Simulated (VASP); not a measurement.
Here is a VASP 6.6.1 calculation.

Contents of INCAR:

```
SYSTEM = AgCl
PREC = Accurate
ENCUT = 520
EDIFF = 1E-6
ISMEAR = 0
SIGMA = 0.05
LREAL = .FALSE.
LASPH = .TRUE.
NELM = 100
ALGO = Normal
ISIF = 2
LWAVE = .FALSE.
LCHARG = .FALSE.
GGA = PS
NBANDS = 16
```

KPOINTS

```
regular mesh
0
G
  10 10 10
  0 0 0
```

POSCAR

```
AgCl
1.0
    0.0000000000      2.7731489427      2.7731489427
    2.7731489427      0.0000000000      2.7731489427
    2.7731489427      2.7731489427      0.0000000000
Ag Cl
1 1
Direct
    0.5000000000      0.5000000000      0.5000000000
    0.0000000000      0.0000000000      0.0000000000
```

Potentials or basis: VASP PAW PBE potentials, release 64 (Ag, Cl).

The run is started by

```bash
$ cat potpaw_PBE.64/Ag/POTCAR potpaw_PBE.64/Cl/POTCAR > POTCAR
$ mpirun -np 1 vasp_std > vasp.out
```

Question: Predict the band gap on the k mesh.

Answer: 0.73 eV (least direct gap 2.97 eV).

Question: What does it give for the pressure?

Answer: -2.7 GPa.

Caveat: the PAW data sets were made with another functional, which shifts forces and pressure a little. A k mesh can miss the band edges.
